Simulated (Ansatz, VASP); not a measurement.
# Two plane-wave programs on WS2

```
S W
1.0
     3.15938    0.00000    0.00000
    -1.57969    2.73611    0.00000
     0.00000    0.00000   32.29964
S W
2 1
Direct
  0.33333 0.66667 0.45120
  0.33333 0.66667 0.54880
  0.66667 0.33333 0.50000
```

Alike in both runs: functional PBE; dispersion D3(BJ); k mesh 12 × 12 × 1; occupations gaussian, width 0.02 eV; no spin polarisation.

Ansatz relaxed the structure, and its values are those at the end. VASP's run is a single point on that final structure, the one shown.

|  | VASP | Ansatz |
| --- | --- | --- |
| version | VASP 6.6.1 | Ansatz 0.2.0 |
| potentials or method | VASP PAW PBE potentials, release 64 (S, W_sv), cutoff 520 eV | scalar-relativistic, plane waves, PAW |
| valence electrons in the cell | 26 | 26 |

```tsv
	VASP	Ansatz	Ansatz less VASP
gap on the k mesh at the Fermi level (eV)	1.92	1.92	-0.004
least direct gap on the mesh (eV)	1.92	1.92	-0.004
```

Ansatz's warnings: xc potential rough in thin density.

Spin-orbit coupling is off throughout.
